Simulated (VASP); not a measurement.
Write the native input for VASP 6.6.1 that does the following.

```yaml
Task: single point
Functional: PBEsol
Potentials_or_basis: VASP PAW PBE potentials, release 64 (Cd, Te)
Cutoff: 520 eV
k_mesh: 8 × 8 × 6
Occupations: fermi-dirac, width 0.05 eV
Spin: no spin polarisation
Dipole_correction: no
Further_INCAR_settings: ALGO = Normal; EDIFF = 1e-07; NBANDS = 26
```

The structure of CdTe lies in POSCAR:

```
CdTe
1.0
    2.9950921865     -2.9949562776      0.0000000000
    2.9950921865      2.9949562776      0.0000000000
    0.0000000000      0.0000000000      6.0152475118
Cd Te
2 2
Direct
    0.2503537531      0.7496462469      0.7500000000
    0.7496462469      0.2503537531      0.2500000000
    0.7502464786      0.2497535214      0.7500000000
    0.2497535214      0.7502464786      0.2500000000
```

One way to write it, as run:

INCAR

```
SYSTEM = CdTe
ALGO = Normal ; EDIFF = 1E-7
ENCUT = 520 ; GGA = PS
ISIF = 2 ; ISMEAR = -1
LASPH = .True. ; LCHARG = .False.
LREAL = .False. ; LWAVE = .False.
NBANDS = 26 ; NELM = 100
PREC = Accurate ; SIGMA = 0.05
```

KPOINTS

```
k-points
0
Gamma
  8 8 6
  0 0 0
```

Potentials or basis: VASP PAW PBE potentials, release 64 (Cd, Te).

Launch:

```console
$ cat potpaw_PBE.64/Cd/POTCAR potpaw_PBE.64/Te/POTCAR > POTCAR
$ mpirun -np 1 vasp_std > vasp.out
```

It gave:

| Quantity | Value |
| --- | --- |
| Pressure | 0.2 GPa |
| Band gap on the k mesh | zero (bands 18 and 19 overlap by 1.49 eV) |

Caveat: the PAW data sets were made with another functional, which shifts forces and pressure a little; spin-orbit coupling is left out, which moves the levels of the heavy elements.

It took 2.8 min on 1 thread of Intel(R) Xeon(R) Platinum 8259CL CPU @ 2.50GHz (Skylake/Cascade Lake), with other jobs on the host, peak memory 0.35 GiB.
